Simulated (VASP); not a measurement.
# Pt4Au in VASP: single point with PBEsol

Aim: the single point of Pt4Au with PBEsol.

Program: VASP 6.6.1. These are calculated values, not measurements. Logs are shortened: lines on timing, memory, paths and dates and some standing lists are left out, and cuts for length are marked.

## (1) The cell of the first run

The cell holds a slab with vacuum, 5 atoms: a = 2.771 Å, b = 2.771 Å, c = 23.838 Å, α = 90.00°, β = 90.00°, γ = 90.00°.

## (2) Single point, PBEsol

INCAR

```
SYSTEM = Pt4Au
  ALGO = Normal
  DIPOL = 0.5 0.5 0.500
  EDIFF = 1E-6
  ENCUT = 520
  GGA = PS
  IDIPOL = 3
  ISIF = 2
  ISMEAR = -1
  LASPH = .TRUE.
  LCHARG = .TRUE.
  LDIPOL = .TRUE.
  LELF = .TRUE.
  LREAL = .FALSE.
  LVACPOTAV = .TRUE.
  LVHAR = .TRUE.
  LWAVE = .FALSE.
  NBANDS = 34
  NELM = 100
  PREC = Accurate
  SIGMA = 0.08
```

KPOINTS

```
k-points
0
G
  13 13 1
  0 0 0
```

POSCAR

```
Pt4Au
1.0
    2.7712080012      0.0000000000      0.0000000000
    0.0000000000      2.7712080012      0.0000000000
    0.0000000000      0.0000000000     23.8382000000
Pt Au
4 1
Direct
    0.0000000000      0.0000000000      0.3382467083
    0.5000000000      0.5000000000      0.4182364288
    0.5000000000      0.5000000000      0.5817635707
    0.0000000000      0.0000000000      0.6617532922
    0.0000000000      0.0000000000      0.5000000000
```

Potentials or basis: VASP PAW PBE potentials, release 64 (Pt, Au).

The run is started by

```
> cat potpaw_PBE.64/Pt/POTCAR potpaw_PBE.64/Au/POTCAR > POTCAR
> mpirun -np 1 vasp_std > vasp.out
```

OUTCAR:

```text
SYSTEM = Pt4Au
   EDIFF = 1E-6
   ENCUT = 520
   GGA = PS
   ISIF = 2
   ISMEAR = -1
   LASPH = .TRUE.
   LREAL = .FALSE.
   NELM = 100
   PREC = Accurate

 ion  position               nearest neighbor table
   1  0.000  0.000  0.338-   2 2.73   2 2.73   2 2.73   2 2.73
   2  0.500  0.500  0.418-   1 2.73   1 2.73   1 2.73   1 2.73   5 2.76   5 2.76   5 2.76   5 2.76

   3  0.500  0.500  0.582-   4 2.73   4 2.73   4 2.73   4 2.73   5 2.76   5 2.76   5 2.76   5 2.76

   4  0.000  0.000  0.662-   3 2.73   3 2.73   3 2.73   3 2.73
   5  0.000  0.000  0.500-   3 2.76   3 2.76   3 2.76   3 2.76   2 2.76   2 2.76   2 2.76   2 2.76

  LATTYP: Found a simple tetragonal cell.
 ALAT       =     2.7712080012
 C/A-ratio  =     8.6020969879

  Lattice vectors:

 A1 = (   2.7712080012,   0.0000000000,   0.0000000000)
 A2 = (   0.0000000000,   2.7712080012,   0.0000000000)
 A3 = (   0.0000000000,   0.0000000000,  23.8382000000)

Analysis of symmetry for initial positions (statically):
=====================================================================
 Subroutine PRICEL returns:
 Original cell was already a primitive cell.

 Routine SETGRP: Setting up the symmetry group for a
 simple tetragonal supercell.

 Subroutine GETGRP returns: Found 16 space group operations
 (whereof 16 operations were pure point group operations)
 out of a pool of 16 trial point group operations.

The static configuration has the point symmetry D_4h.

Analysis of symmetry for dynamics (positions and initial velocities):
=====================================================================
 Subroutine PRICEL returns:
 Original cell was already a primitive cell.

 Routine SETGRP: Setting up the symmetry group for a
 simple tetragonal supercell.

 Subroutine GETGRP returns: Found 16 space group operations
 (whereof 16 operations were pure point group operations)
 out of a pool of 16 trial point group operations.

The dynamic configuration has the point symmetry D_4h.

 Subroutine INISYM returns: Found 16 space group operations
 (whereof 16 operations are pure point group operations),
 and found     1 'primitive' translations

----------------------------------------------------------------------------------------

                                     Primitive cell

  volume of cell :     183.0677

  direct lattice vectors                    reciprocal lattice vectors
     2.771208001  0.000000000  0.000000000     0.360853462  0.000000000  0.000000000
     0.000000000  2.771208001  0.000000000     0.000000000  0.360853462  0.000000000
     0.000000000  0.000000000 23.838200000     0.000000000  0.000000000  0.041949476

  length of vectors
     2.771208001  2.771208001 23.838200000     0.360853462  0.360853462  0.041949476

  position of ions in fractional coordinates (direct lattice)
     0.000000000  0.000000000  0.338246708
     0.500000000  0.500000000  0.418236429
     0.500000000  0.500000000  0.581763571
     0.000000000  0.000000000  0.661753292
     0.000000000  0.000000000  0.500000000

  ion indices of the primitive-cell ions
   primitive index   ion index
                 1           1
                 2           2
                 3           3
                 4           4
                 5           5

----------------------------------------------------------------------------------------

 KPOINTS: k-points

Automatic generation of k-mesh.
 Grid dimensions read from file:
 generate k-points for:   13   13    1

 Generating k-lattice:

  Cartesian coordinates                     Fractional coordinates (reciprocal lattice)
     0.027757959  0.000000000  0.000000000     0.076923077  0.000000000  0.000000000
     0.000000000  0.027757959  0.000000000     0.000000000  0.076923077  0.000000000
     0.000000000  0.000000000  0.041949476     0.000000000  0.000000000  1.000000000

  Length of vectors
     0.027757959  0.027757959  0.041949476

  Shift w.r.t. Gamma in fractional coordinates (k-lattice)
     0.000000000  0.000000000  0.000000000

 Subroutine IBZKPT returns following result:
 ===========================================

 Found     28 irreducible k-points:

 Following reciprocal coordinates:
            Coordinates               Weight
  0.000000  0.000000  0.000000      1.000000
  0.076923  0.000000  0.000000      4.000000
  0.153846  0.000000  0.000000      4.000000
  0.230769  0.000000  0.000000      4.000000
  0.307692  0.000000  0.000000      4.000000
  0.384615  0.000000  0.000000      4.000000
[... 16 lines left out ...]
  0.307692  0.307692  0.000000      4.000000
  0.384615  0.307692  0.000000      8.000000
 [... further k-points ...]
   k-points           NKPTS =     28   k-points in BZ     NKDIM =     28   number of bands    NBANDS=     34
   number of dos      NEDOS =    301   number of ions     NIONS =      5
   total plane-waves  NPLWV = 103680
   dimension x,y,z NGX =    24 NGY =   24 NGZ =  180
   dimension x,y,z NGXF=    48 NGYF=   48 NGZF=  360
   ions per type =               4   1
   NGX,Y,Z   is equivalent  to a cutoff of  14.40, 14.40, 12.55 a.u.
   NGXF,Y,Z  is equivalent  to a cutoff of  28.80, 28.80, 25.11 a.u.
 SYSTEM =  Pt4Au
   PREC   = accura    normal or accurate (medium, high low for compatibility)
   ISTART =      0    job   : 0-new  1-cont  2-samecut
   ICHARG =      2    charge: 1-file 2-atom 10-const
   ISPIN  =      1    spin polarized calculation?
   LNONCOLLINEAR =      F non collinear calculations
   LSORBIT =      F    spin-orbit coupling
   LASPH  =      T    aspherical Exc in radial PAW
   ENCUT  =  520.0 eV  38.22 Ry    6.18 a.u.   5.15  5.15 44.32*2*pi/ulx,y,z
   NELM   =    100;   NELMIN=  2; NELMDL= -5     # of ELM steps
   EDIFF  = 0.1E-05   stopping-criterion for ELM
   LREAL  =      F    real-space projection
   EDIFFG = 0.1E-04   stopping-criterion for IOM
   NSW    =      0    number of steps for IOM
   IBRION =     -1    ionic relax: 0-MD 1-quasi-New 2-CG
   NFREE  =      0    steps in history (QN), initial steepest desc. (CG)
   ISIF   =      2    stress and relaxation
   ISYM   =      2    0-nonsym 1-usesym 2-fastsym
   POTIM  = 0.5000    time-step for ionic-motion
   TEBEG  =    0.0;   TEEND  =   0.0 temperature during run
   PSTRESS=    0.0 pullay stress
   NELECT =      51.0000    total number of electrons
   NUPDOWN=      -1.0000    fix difference up-down
   EMIN   =  10.00;   EMAX   =-10.00  energy-range for DOS
   EFERMI =   0.00;   METHOD = LEGACY
   ISMEAR =    -1;   SIGMA  =   0.08  broadening in eV -4-tet -1-fermi 0-gaus
   EFERMI_NEDOS =   21; number of points for ismear=-14 and -15
   IALGO  =     38    algorithm
   IMIX   =      4    mixing-type and parameters
     AMIX     =   0.40;   BMIX     =  1.00
     AMIX_MAG =   1.60;   BMIX_MAG =  1.00
  volume/ion in A,a.u.               =      36.61       247.08
  Fermi-wavevector in a.u.,A,eV,Ry     =   1.069205  2.020505 15.554172  1.143199
  Thomas-Fermi vector in A             =   2.204877
   LORBIT       =      0    0 simple, 1 ext, 2 COOP (PROOUT), +10 PAW based schemes
   GGA     = PS    functional components
   LHFCALC =     F    Hartree Fock is set to
   AEXX    =    0.0000 exact exchange contribution
   IVDW    =     0    specifies the selected vdW correction
   LEPSILON=     F    determine dielectric tensor
   LRPA    =     F    only Hartree local field effects (RPA)
 non-spin polarized calculation
  energy-cutoff  :      520.00
  volume of cell :      183.07
 maximum number of plane-waves:      4960
 NGX is ok and might be reduce to    24
   NGX = 11   NGY = 11   NGZ = 89

 dipolmoment           0.000000      0.000000     -0.000000 electrons x Angstroem

 number of electron      50.9999996 magnetization

 dipolmoment           0.000000      0.000000      0.000000 electrons x Angstroem

 Free energy of the ion-electron system (eV)
  ---------------------------------------------------
  ext. energy  EPLUGINS =         0.00000000
  ---------------------------------------------------
  free energy    TOTEN  =       -29.39702264 eV

  energy without entropy =      -29.23757800  energy(sigma->0) =      -29.31730032

 E-fermi :   1.0770     XC(G=0):  -6.3782

 val. band max:        1.0732485871   @ k =   0.0769   0.0000   0.0000
 cond. band min:       1.0819862478   @ k =   0.2308   0.0769   0.0000
 fundamental gap:      0.0087376607
 Fermi energy:         1.0770322214

 k-point     1 :       0.0000    0.0000    0.0000
  band No.  band energies     occupation
      1      -9.0461      2.00000
      2      -7.5126      2.00000
      3      -6.5185      2.00000
      4      -5.9487      2.00000
      5      -5.5985      2.00000
      6      -5.2658      2.00000
[... 26 lines left out ...]
     33       7.0957      0.00000
     34       7.8199      0.00000

 k-point     2 :       0.0769    0.0000    0.0000
  band No.  band energies     occupation
      1      -8.8954      2.00000
      2      -7.3825      2.00000
      3      -6.4027      2.00000
      4      -5.8554      2.00000
      5      -5.4884      2.00000
      6      -5.1482      2.00000
[... 26 lines left out ...]
     33       7.2265      0.00000
     34       7.9242      0.00000

 k-point     3 :       0.1538    0.0000    0.0000
  band No.  band energies     occupation
      1      -8.4647      2.00000
      2      -7.0426      2.00000
      3      -6.1581      2.00000
      4      -5.5163      2.00000
      5      -5.2495      2.00000
      6      -4.9518      2.00000
[... 26 lines left out ...]
     33       7.6219      0.00000
     34       8.2023      0.00000
[... 704 lines left out ...]
 k-point    23 :       0.3077    0.3077    0.0000
  band No.  band energies     occupation
      1      -5.8691      2.00000
      2      -5.1883      2.00000
      3      -5.1517      2.00000
      4      -5.1070      2.00000
      5      -4.4498      2.00000
      6      -4.2670      2.00000
[... 26 lines left out ...]
     33       9.4442      0.00000
     34      10.0747      0.00000

 k-point    24 :       0.3846    0.3077    0.0000
  band No.  band energies     occupation
      1      -5.8070      2.00000
      2      -5.4467      2.00000
      3      -5.3753      2.00000
      4      -5.2407      2.00000
      5      -4.4406      2.00000
      6      -4.3720      2.00000
[... 26 lines left out ...]
     33       9.2546      0.00000
     34       9.9738      0.00000

 [... further k-points ...]

------------------------ aborting loop because EDIFF is reached ----------------------------------------

  FORCE on cell =-STRESS in cart. coord.  units (eV):
  Direction    XX          YY          ZZ          XY          YZ          ZX
  --------------------------------------------------------------------------------------
  -------------------------------------------------------------------------------------
  Total       -0.6348711     -0.6348711      3.1576369      0.0000000      0.0000000     -0.0000000
  in kB       -5.5562840     -5.5562840     27.6351013      0.0000000      0.0000000     -0.0000000
  external PRESSURE =       5.5075111 kB  Pullay stress =       0.0000000 kB

 VOLUME and BASIS-vectors are now :
 -----------------------------------------------------------------------------
  energy-cutoff  :      520.00
  volume of cell :      183.07
      direct lattice vectors                 reciprocal lattice vectors
     2.771208001  0.000000000  0.000000000     0.360853462  0.000000000  0.000000000
     0.000000000  2.771208001  0.000000000     0.000000000  0.360853462  0.000000000
     0.000000000  0.000000000 23.838200000     0.000000000  0.000000000  0.041949476

 POSITION                                       TOTAL-FORCE (eV/Angst)
 -----------------------------------------------------------------------------------
      0.00000      0.00000      8.06319        -0.000000     -0.000000     -0.000986
      1.38560      1.38560      9.97000         0.000000      0.000000     -0.823880
      1.38560      1.38560     13.86820        -0.000000      0.000000      0.823880
      0.00000      0.00000     15.77501        -0.000000      0.000000      0.000986
      0.00000      0.00000     11.91910        -0.000000      0.000000     -0.000000
 -----------------------------------------------------------------------------------
    total drift:                                0.000000     -0.000000      0.000001

  FREE ENERGIE OF THE ION-ELECTRON SYSTEM (eV)
  ---------------------------------------------------
  free  energy   TOTEN  =       -29.3970226444 eV

  energy  without entropy=      -29.2375780044  energy(sigma->0) =      -29.31730032

 vacuum level on the upper side and lower side of the slab         6.926         6.926
```

Wall time 2.5 min (1 thread of Intel Xeon Platinum 8488C (Sapphire Rapids), shared host); peak memory 0.39 GiB.

What came out:

```
Free energy            : -29.3970 eV
Largest force          : 0.824 eV/Å
Band gap on the k mesh : zero (an odd number of electrons rules out a gap without spin polarisation)
```

Forces in eV/Å, atoms in the order of the input:
```
Pt   0.000  0.000 -0.001
Pt   0.000  0.000 -0.824
Pt   0.000  0.000  0.824
Pt   0.000  0.000  0.001
Au   0.000  0.000  0.000
```

Caveat: the PAW data sets were made with another functional, which shifts forces and pressure a little; spin-orbit coupling is left out, which moves the levels of the heavy elements.
